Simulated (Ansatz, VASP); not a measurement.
## One calculation of Ba, two programs

The input INCAR:

```
SYSTEM = Ba
PREC = Accurate
ENCUT = 520
EDIFF = 1E-6
ISMEAR = 0
SIGMA = 0.1
LREAL = .FALSE.
LASPH = .TRUE.
NELM = 60
ALGO = Fast
ISIF = 2
LWAVE = .FALSE.
LCHARG = .FALSE.
GGA = PE
NBANDS = 17
```

The input KPOINTS:

```
regular mesh
0
G
  10 10 6
  0 0 0
```

Contents of POSCAR:

```
Ba
1.0
    3.7060280524     -2.3444962902      0.2137105369
    3.7060280524      2.3444962902      0.2137105369
    0.4278076882      0.0000000000      7.2705736860
Ba
2
Direct
    0.7348545653      0.2651454347      0.2500000000
    0.2651454347      0.7348545653      0.7500000000
```

Input for Ansatz:

```yaml
crystal:
  lattice:
    - [3.7060280524, -2.3444962902, 0.2137105369]
    - [3.7060280524, 2.3444962902, 0.2137105369]
    - [0.4278076882, 0.0, 7.270573686]
  atoms:
    - { symbol: Ba, position: [0.7348545653, 0.2651454347, 0.25] }
    - { symbol: Ba, position: [0.2651454347, 0.7348545653, 0.75] }
basis:
  ecutwfc: 420
kpoints:
  mp_grid: { grid: [10, 10, 6] }
hamiltonian:
  xc: pbe
scf:
  occupations: { method: gaussian, width: 0.1 }
output:
  forces: true
  stress: true
  eigenvalues: true
```

Alike in both runs: task single point; functional PBE; k mesh 10 × 10 × 6; occupations gaussian, width 0.1 eV; no spin polarisation.

|  | VASP | Ansatz |
| --- | --- | --- |
| version | VASP 6.6.1 | Ansatz 0.2.0 |
| potentials or method | VASP PAW PBE potentials, release 64 (Ba_sv), cutoff 520 eV | scalar-relativistic, plane waves, PAW |
| valence electrons in the cell | 20 | 20 |

```tsv
	VASP	Ansatz	Ansatz less VASP
gap on the k mesh at the Fermi level (eV)	none	none	-
pressure (GPa)	0.2	0.1	-0.06
traceless stress, the component that is largest in VASP (GPa)	-0.40	-0.39	+0.004
rms of the force components (eV/Å)	0.053	0.052	-0.0008
```

Atom by atom the forces differ by 0.001 eV/Å (rms over components). A gap of «none» marks a metal or a gap that the smearing closes.

Spin-orbit coupling is off throughout.
